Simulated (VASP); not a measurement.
# Rh (P6_3/mmc) in VASP: further runs

Runs on Rh. Level: r2SCAN. Tasks: single point.

Everything below comes from runs of VASP 6.6.1. Logs are shortened: lines on timing, memory, paths and dates and some standing lists are left out, and cuts for length are marked.

### Step 1. The cell of the first run

The structure is hexagonal, space group P6_3/mmc (No. 194). Conventional cell: a = 2.704 Å, b = 2.704 Å, c = 4.349 Å, α = 90.00°, β = 90.00°, γ = 120.00°. Rh (site symmetry -6m2) has 12 Rh at 2.68 to 2.70 Å within 3.5 Å.

### Step 2. Single point, r2SCAN

POSCAR

```
Rh
1.0
    2.7036431835      0.0000000000      0.0000000000
   -1.3518215917      2.3414236797      0.0000000000
    0.0000000000      0.0000000000      4.3486172221
Rh
2
Direct
    0.6666666667      0.3333333333      0.7500000000
    0.3333333333      0.6666666667      0.2500000000
```

INCAR.step1

```
SYSTEM = Rh
  PREC = Accurate
  ENCUT = 520
  ISMEAR = 0
  SIGMA = 0.1
  LREAL = .FALSE.
  LASPH = .TRUE.
  NELM = 80
  NBANDS = 22
  GGA = PE
  ALGO = Normal
  EDIFF = 1E-4
  LWAVE = .TRUE.
  LCHARG = .FALSE.
```

INCAR.step2

```
SYSTEM = Rh
  PREC = Accurate
  ENCUT = 520
  EDIFF = 1E-6
  ISMEAR = 0
  SIGMA = 0.1
  LREAL = .FALSE.
  LASPH = .TRUE.
  NELM = 80
  ALGO = Normal
  ISIF = 2
  LWAVE = .FALSE.
  LCHARG = .TRUE.
  METAGGA = R2SCAN
  LMIXTAU = .TRUE.
  LELF = .TRUE.
  LVHAR = .TRUE.
  NBANDS = 22
  ISTART = 1
```

KPOINTS

```
Automatic mesh
0
G
  24 24 12
  0 0 0
```

Potentials or basis: VASP PAW PBE potentials, release 64 (Rh_pv).

Run with:

```
> cat potpaw_PBE.64/Rh_pv/POTCAR > POTCAR
> cp INCAR.step1 INCAR
> mpirun -np 1 vasp_std > vasp.out
> cp INCAR.step2 INCAR
> mpirun -np 1 vasp_std > vasp.out
```

OUTCAR:

```text
SYSTEM = Rh
   PREC = Accurate
   ENCUT = 520
   EDIFF = 1E-6
   ISMEAR = 0
   LREAL = .FALSE.
   LASPH = .TRUE.
   NELM = 80
   ISIF = 2
   METAGGA = R2SCAN
   ISTART = 1

 ion  position               nearest neighbor table
   1  0.667  0.333  0.750-   2 2.68   2 2.68   2 2.68   2 2.68   2 2.68   2 2.68
   2  0.333  0.667  0.250-   1 2.68   1 2.68   1 2.68   1 2.68   1 2.68   1 2.68

  LATTYP: Found a hexagonal cell.
 ALAT       =     2.7036431835
 C/A-ratio  =     1.6084286746

  Lattice vectors:

 A1 = (   2.7036431835,   0.0000000000,   0.0000000000)
 A2 = (  -1.3518215917,   2.3414236797,   0.0000000000)
 A3 = (   0.0000000000,   0.0000000000,   4.3486172221)

Analysis of symmetry for initial positions (statically):
=====================================================================
 Subroutine PRICEL returns:
 Original cell was already a primitive cell.

 Routine SETGRP: Setting up the symmetry group for a
 hexagonal supercell.

 Subroutine GETGRP returns: Found 24 space group operations
 (whereof 12 operations were pure point group operations)
 out of a pool of 24 trial point group operations.

The static configuration has the point symmetry D_3d.
 The point group associated with its full space group is D_6h.

Analysis of symmetry for dynamics (positions and initial velocities):
=====================================================================
 Subroutine PRICEL returns:
 Original cell was already a primitive cell.

 Routine SETGRP: Setting up the symmetry group for a
 hexagonal supercell.

 Subroutine GETGRP returns: Found 24 space group operations
 (whereof 12 operations were pure point group operations)
 out of a pool of 24 trial point group operations.

The dynamic configuration has the point symmetry D_3d.
 The point group associated with its full space group is D_6h.

 Subroutine INISYM returns: Found 24 space group operations
 (whereof 12 operations are pure point group operations),
 and found     1 'primitive' translations

----------------------------------------------------------------------------------------

                                     Primitive cell

  volume of cell :      27.5284

  direct lattice vectors                    reciprocal lattice vectors
     2.703643184  0.000000000  0.000000000     0.369871293  0.213545291  0.000000000
    -1.351821592  2.341423680  0.000000000     0.000000000  0.427090581  0.000000000
     0.000000000  0.000000000  4.348617222     0.000000000  0.000000000  0.229958157

  length of vectors
     2.703643184  2.703643183  4.348617222     0.427090581  0.427090581  0.229958157

  position of ions in fractional coordinates (direct lattice)
     0.666666667  0.333333333  0.750000000
     0.333333333  0.666666667  0.250000000

  ion indices of the primitive-cell ions
   primitive index   ion index
                 1           1
                 2           2

----------------------------------------------------------------------------------------

 KPOINTS: Automatic mesh

Automatic generation of k-mesh.
 Grid dimensions read from file:
 generate k-points for:   24   24   12

 Generating k-lattice:

  Cartesian coordinates                     Fractional coordinates (reciprocal lattice)
     0.015411304  0.008897720  0.000000000     0.041666667  0.000000000  0.000000000
     0.000000000  0.017795441  0.000000000     0.000000000  0.041666667  0.000000000
     0.000000000  0.000000000  0.019163180     0.000000000  0.000000000  0.083333333

  Length of vectors
     0.017795441  0.017795441  0.019163180

  Shift w.r.t. Gamma in fractional coordinates (k-lattice)
     0.000000000  0.000000000  0.000000000

 Subroutine IBZKPT returns following result:
 ===========================================

 Found    427 irreducible k-points:

 Following reciprocal coordinates:
            Coordinates               Weight
  0.000000  0.000000  0.000000      1.000000
  0.041667 -0.000000  0.000000      6.000000
  0.083333  0.000000  0.000000      6.000000
  0.125000  0.000000  0.000000      6.000000
  0.166667 -0.000000  0.000000      6.000000
  0.208333  0.000000  0.000000      6.000000
[... 16 lines left out ...]
  0.416667  0.041667  0.000000     12.000000
  0.458333  0.041667  0.000000     12.000000
 [... further k-points ...]
   k-points           NKPTS =    427   k-points in BZ     NKDIM =    427   number of bands    NBANDS=     22
   number of dos      NEDOS =    301   number of ions     NIONS =      2
   total plane-waves  NPLWV =  12800
   dimension x,y,z NGX =    20 NGY =   20 NGZ =   32
   dimension x,y,z NGXF=    40 NGYF=   40 NGZF=   64
   ions per type =               2
   NGX,Y,Z   is equivalent  to a cutoff of  12.30, 12.30, 12.23 a.u.
   NGXF,Y,Z  is equivalent  to a cutoff of  24.60, 24.60, 24.47 a.u.
 SYSTEM =  Rh
   PREC   = accura    normal or accurate (medium, high low for compatibility)
   ISTART =      1    job   : 0-new  1-cont  2-samecut
   ICHARG =      0    charge: 1-file 2-atom 10-const
   ISPIN  =      1    spin polarized calculation?
   LNONCOLLINEAR =      F non collinear calculations
   LSORBIT =      F    spin-orbit coupling
   LASPH  =      T    aspherical Exc in radial PAW
   ENCUT  =  520.0 eV  38.22 Ry    6.18 a.u.   5.03  5.03  8.09*2*pi/ulx,y,z
   NELM   =     80;   NELMIN=  2; NELMDL=  0     # of ELM steps
   EDIFF  = 0.1E-05   stopping-criterion for ELM
   LREAL  =      F    real-space projection
   EDIFFG = 0.1E-04   stopping-criterion for IOM
   NSW    =      0    number of steps for IOM
   IBRION =     -1    ionic relax: 0-MD 1-quasi-New 2-CG
   NFREE  =      0    steps in history (QN), initial steepest desc. (CG)
   ISIF   =      2    stress and relaxation
   ISYM   =      2    0-nonsym 1-usesym 2-fastsym
   POTIM  = 0.5000    time-step for ionic-motion
   TEBEG  =    0.0;   TEEND  =   0.0 temperature during run
   PSTRESS=    0.0 pullay stress
   NELECT =      30.0000    total number of electrons
   NUPDOWN=      -1.0000    fix difference up-down
   EMIN   =  10.00;   EMAX   =-10.00  energy-range for DOS
   EFERMI =   0.00;   METHOD = LEGACY
   ISMEAR =     0;   SIGMA  =   0.10  broadening in eV -4-tet -1-fermi 0-gaus
   EFERMI_NEDOS =   21; number of points for ismear=-14 and -15
   IALGO  =     38    algorithm
   IMIX   =      4    mixing-type and parameters
     AMIX     =   0.40;   BMIX     =  1.00
     AMIX_MAG =   1.60;   BMIX_MAG =  1.00
  volume/ion in A,a.u.               =      13.76        92.89
  Fermi-wavevector in a.u.,A,eV,Ry     =   1.684697  3.183615 38.616096  2.838203
  Thomas-Fermi vector in A             =   2.767673
   LORBIT       =      0    0 simple, 1 ext, 2 COOP (PROOUT), +10 PAW based schemes
   METAGGA = R2SCAN    functional components
   LHFCALC =     F    Hartree Fock is set to
   AEXX    =    0.0000 exact exchange contribution
   IVDW    =     0    specifies the selected vdW correction
   LEPSILON=     F    determine dielectric tensor
   LRPA    =     F    only Hartree local field effects (RPA)
 non-spin polarized calculation
 Gauss-broadening in eV      SIGMA  =   0.10
  energy-cutoff  :      520.00
  volume of cell :       27.53
 maximum number of plane-waves:       768
 NGX is ok and might be reduce to    20
   NGX =  9   NGY =  9   NGZ = 17

 number of electron      30.0000012 magnetization

 Free energy of the ion-electron system (eV)
  ---------------------------------------------------
  ext. energy  EPLUGINS =         0.00000000
  ---------------------------------------------------
  free energy    TOTEN  =       -48.19129469 eV

  energy without entropy =      -48.17614677  energy(sigma->0) =      -48.18372073

 E-fermi :  11.8241     XC(G=0): -15.1992

 val. band max:       11.8203324831   @ k =   0.3333   0.0833   0.0833
 cond. band min:      11.8267767883   @ k =   0.1667   0.0417   0.3333
 fundamental gap:      0.0064443052
 Fermi energy:        11.8240755368

 k-point     1 :       0.0000    0.0000    0.0000
  band No.  band energies     occupation
      1     -36.8737      2.00000
      2     -36.1671      2.00000
      3     -36.1671      2.00000
      4     -36.0598      2.00000
      5     -36.0489      2.00000
      6     -36.0489      2.00000
[... 14 lines left out ...]
     21      29.1193      0.00000
     22      29.1196      0.00000

 k-point     2 :       0.0417   -0.0000    0.0000
  band No.  band energies     occupation
      1     -36.8693      2.00000
      2     -36.1769      2.00000
      3     -36.1704      2.00000
      4     -36.0617      2.00000
      5     -36.0591      2.00000
      6     -36.0504      2.00000
[... 14 lines left out ...]
     21      29.1192      0.00000
     22      29.1195      0.00000

 k-point     3 :       0.0833    0.0000    0.0000
  band No.  band energies     occupation
      1     -36.8564      2.00000
      2     -36.2054      2.00000
      3     -36.1797      2.00000
      4     -36.0887      2.00000
      5     -36.0673      2.00000
      6     -36.0548      2.00000
[... 14 lines left out ...]
     21      29.1190      0.00000
     22      29.1192      0.00000

 k-point     4 :       0.1250    0.0000    0.0000
  band No.  band energies     occupation
      1     -36.8353      2.00000
      2     -36.2509      2.00000
      3     -36.1943      2.00000
      4     -36.1356      2.00000
      5     -36.0766      2.00000
      6     -36.0621      2.00000
[... 14 lines left out ...]
     21      29.1192      0.00000
     22      29.1195      0.00000

 k-point     5 :       0.1667   -0.0000    0.0000
  band No.  band energies     occupation
      1     -36.8070      2.00000
      2     -36.3101      2.00000
      3     -36.2131      2.00000
      4     -36.1959      2.00000
      5     -36.0898      2.00000
      6     -36.0718      2.00000
[... 417 lines left out ...]
 k-point    22 :       0.3750    0.0417    0.0000
  band No.  band energies     occupation
      1     -36.6787      2.00000
      2     -36.5792      2.00000
      3     -36.5551      2.00000
      4     -36.3287      2.00000
      5     -36.2211      2.00000
      6     -36.1434      2.00000
[... 14 lines left out ...]
     21      26.1127      0.00000
     22      27.6242      0.00000

 k-point    23 :       0.4167    0.0417    0.0000
  band No.  band energies     occupation
      1     -36.7157      2.00000
      2     -36.5888      2.00000
      3     -36.5453      2.00000
      4     -36.3403      2.00000
      5     -36.2455      2.00000
      6     -36.1505      2.00000
[... 14 lines left out ...]
     21      25.5848      0.00000
     22      27.1388      0.00000

 k-point    24 :       0.4583    0.0417    0.0000
  band No.  band energies     occupation
      1     -36.7349      2.00000
      2     -36.6062      2.00000
      3     -36.5252      2.00000
      4     -36.3462      2.00000
      5     -36.2606      2.00000
      6     -36.1541      2.00000
[... 14 lines left out ...]
     21      25.3011      0.00000
     22      26.8276      0.00000

 [... further k-points ...]
[... 5 lines left out ...]
  --------------------------------------------------------------------------------------
  -------------------------------------------------------------------------------------
  Total        0.1585200      0.1585200      0.3060964      0.0000000      0.0000000      0.0000000
  in kB        9.2260163      9.2260163     17.8150999      0.0000000      0.0000000      0.0000000
  external PRESSURE =      12.0890442 kB  Pullay stress =       0.0000000 kB

 VOLUME and BASIS-vectors are now :
 -----------------------------------------------------------------------------
  energy-cutoff  :      520.00
  volume of cell :       27.53
      direct lattice vectors                 reciprocal lattice vectors
     2.703643184  0.000000000  0.000000000     0.369871293  0.213545291  0.000000000
    -1.351821592  2.341423680  0.000000000     0.000000000  0.427090581  0.000000000
     0.000000000  0.000000000  4.348617222     0.000000000  0.000000000  0.229958157

 POSITION                                       TOTAL-FORCE (eV/Angst)
 -----------------------------------------------------------------------------------
      1.35182      0.78047      3.26146        -0.000000      0.000000      0.000000
     -0.00000      1.56095      1.08715         0.000000      0.000000      0.000000
 -----------------------------------------------------------------------------------
    total drift:                               -0.000000      0.000000     -0.000000

  FREE ENERGIE OF THE ION-ELECTRON SYSTEM (eV)
  ---------------------------------------------------
  free  energy   TOTEN  =       -48.1912946891 eV

  energy  without entropy=      -48.1761467660  energy(sigma->0) =      -48.18372073
```

It took 15 min on 1 thread of Oxide Virtual Turin-like, shared host; peak memory 0.27 GiB.

Results:

```
Free energy            : -48.1913 eV
Pressure               : 1.2 GPa
Band gap on the k mesh : zero (band 15 reaches 12.47 eV, above the bottom of band 16 at 9.99 eV)
```

Stress tensor (GPa, compression positive):
```
0.92 0.00 0.00
0.00 0.92 0.00
0.00 0.00 1.78
```

Levels at points of the mesh, in eV from the Fermi level:
| k point | band 13 | band 14 | band 15 | band 16 | band 17 | band 18 |
| --- | --- | --- | --- | --- | --- | --- |
| (0.00, 0.00, 0.00) | -2.61 | -2.04 | -2.04 | 0.13 | 0.13 | 0.93 |
| (0.50, 0.00, 0.00) | -2.21 | 0.40 | 0.65 | 0.72 | 3.18 | 5.40 |
| (0.00, 0.00, 0.50) | -3.29 | -3.29 | -0.47 | -0.47 | -0.47 | -0.47 |
| (0.50, 0.00, 0.50) | -0.31 | -0.31 | 0.60 | 0.60 | 2.85 | 2.85 |

Caveat: the PAW data sets were made with another functional, which shifts forces and pressure a little.

### Step 3. Single point, r2SCAN (biaxial strain in the a-b plane: +2.0 %, then relaxed in part)

POSCAR

```
Rh
1.0
    2.7577160472      0.0000000000      0.0000000000
   -1.3788580236      2.3882521533      0.0000000000
    0.0000000000      0.0000000000      4.2835312916
Rh
2
Direct
    0.6666666667      0.3333333333      0.7500000000
    0.3333333333      0.6666666667      0.2500000000
```

INCAR.step1

```
SYSTEM = Rh
PREC = Accurate
ENCUT = 520
ISMEAR = 0
SIGMA = 0.1
LREAL = .False.
LASPH = .True.
NELM = 60
NBANDS = 22
GGA = PE
ALGO = Normal
EDIFF = 1E-4
LWAVE = .True.
LCHARG = .False.
```

INCAR.step2

```
SYSTEM = Rh
PREC = Accurate
ENCUT = 520
EDIFF = 1E-6
ISMEAR = 0
SIGMA = 0.1
LREAL = .False.
LASPH = .True.
NELM = 60
ALGO = Normal
ISIF = 2
LWAVE = .False.
LCHARG = .False.
METAGGA = R2SCAN
LMIXTAU = .True.
NBANDS = 22
ISTART = 1
```

KPOINTS

```
Automatic mesh
0
Gamma
  24 24 12
  0 0 0
```

Potentials or basis: VASP PAW PBE potentials, release 64 (Rh_pv).

Run with:

```
> cat potpaw_PBE.64/Rh_pv/POTCAR > POTCAR
> cp INCAR.step1 INCAR
> mpirun -np 1 vasp_std > vasp.out
> cp INCAR.step2 INCAR
> mpirun -np 1 vasp_std > vasp.out
```

Wall time 19 min (1 thread of Oxide Virtual Turin-like, shared host); peak memory 0.29 GiB.

Results (log left out):

```yaml
Free_energy: -48.1625 eV
Pressure: -4.8 GPa
Band_gap_on_the_k_mesh: zero (band 15 reaches 11.97 eV, above the bottom of band 16 at 9.69 eV)
```

Stress tensor (GPa, compression positive):
```
-7.76  0.00  0.00
 0.00 -7.76  0.00
 0.00  0.00  1.23
```

Levels at points of the mesh, in eV from the Fermi level:
```
           k point  band 11  band 12  band 13  band 14  band 15  band 16  band 17  band 18  band 19  band 20
(0.00, 0.00, 0.00)    -2.81    -2.47    -2.47    -2.22    -2.22     0.11     0.11     1.33     9.40    16.39
(0.50, 0.00, 0.00)    -2.54    -2.25    -2.08     0.20     0.58     0.73     2.99     5.11    10.81    11.48
(0.00, 0.00, 0.50)    -3.27    -3.27    -3.04    -3.04    -0.45    -0.45    -0.45    -0.45    15.69    15.69
(0.50, 0.00, 0.50)    -1.83    -1.83    -0.33    -0.33     0.44     0.44     2.77     2.77     9.45     9.45
```

Caveat: the cell differs from its parent crystal (biaxial strain in the a-b plane: +2.0 %, then relaxed in part); the PAW data sets were made with another functional, which shifts forces and pressure a little.
